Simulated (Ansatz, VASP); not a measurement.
# LiNbO3: VASP beside Ansatz

The input INCAR:

```
SYSTEM = LiNbO3
PREC = Accurate ; ENCUT = 520
EDIFF = 1E-7 ; ISMEAR = 0
SIGMA = 0.05 ; LREAL = .False.
LASPH = .True. ; NELM = 60
ALGO = Normal ; ISIF = 2
LWAVE = .False. ; LCHARG = .False.
GGA = PE ; NBANDS = 45
```

Contents of KPOINTS:

```
Automatic mesh
0
Gamma
  6 6 6
  0 0 0
```

POSCAR

```
LiNbO3
1.0
    2.6115267350      1.5077656635      4.5984740720
   -2.6115267350      1.5077656635      4.5984740720
    0.0000000000     -3.0155313268      4.5984740721
Li Nb O
2 2 6
Direct
    0.2500000000      0.2500000000      0.2500000000
    0.7500000000      0.7500000000      0.7500000000
    0.0000000000      0.0000000000      0.0000000000
    0.5000000000      0.5000000000      0.5000000000
    0.1016165405      0.3983834595      0.7500000000
    0.7500000000      0.1016165405      0.3983834595
    0.3983834595      0.7500000000      0.1016165405
    0.8983834595      0.6016165405      0.2500000000
    0.2500000000      0.8983834595      0.6016165405
    0.6016165405      0.2500000000      0.8983834595
```

Input for Ansatz:

```yaml
crystal:
  lattice:
    - [2.611526735, 1.5077656635, 4.598474072]
    - [-2.611526735, 1.5077656635, 4.598474072]
    - [0.0, -3.0155313268, 4.5984740721]
  atoms:
    - { symbol: Li, position: [0.25, 0.25, 0.25] }
    - { symbol: Li, position: [0.75, 0.75, 0.75] }
    - { symbol: Nb, position: [0.0, 0.0, 0.0] }
    - { symbol: Nb, position: [0.5, 0.5, 0.5] }
    - { symbol: O, position: [0.1016165405, 0.3983834595, 0.75] }
    - { symbol: O, position: [0.75, 0.1016165405, 0.3983834595] }
    - { symbol: O, position: [0.3983834595, 0.75, 0.1016165405] }
    - { symbol: O, position: [0.8983834595, 0.6016165405, 0.25] }
    - { symbol: O, position: [0.25, 0.8983834595, 0.6016165405] }
    - { symbol: O, position: [0.6016165405, 0.25, 0.8983834595] }
basis:
  ecutwfc: 520.0
kpoints:
  mp_grid: { grid: [6, 6, 6] }
hamiltonian:
  xc: pbe
  pseudopotentials: { kind: paw, azcp: { folder: soft_1 } }
scf:
  occupations: { method: gaussian, width: 0.05 }
output:
  forces: true
  stress: true
  eigenvalues: true
```

Alike in both runs: task single point; functional PBE; k mesh 6 × 6 × 6; occupations gaussian, width 0.05 eV; no spin polarisation.

```csv
,VASP,Ansatz
version,VASP 6.6.1,Ansatz 0.2.0
potentials or method,"VASP PAW PBE potentials, release 64 (Li_sv, Nb_sv, O), cutoff 520 eV","scalar-relativistic, plane waves, PAW"
valence electrons in the cell,68,68
```

VASP gave:

| Property | Result |
| --- | --- |
| gap on the k mesh at the Fermi level (eV) | 2.21 |
| least direct gap on the mesh (eV) | 2.30 |
| rms of the force components (eV/Å) | 0.691 |

What did Ansatz give for the same quantities?

gap on the k mesh at the Fermi level (eV): 2.22; least direct gap on the mesh (eV): 2.31; rms of the force components (eV/Å): 0.676.

Atom by atom the forces differ by 0.015 eV/Å (rms over components).

Noted on VASP's run: the cutoff is under 1.25 times that of the potentials, so the pressure is a little rough.
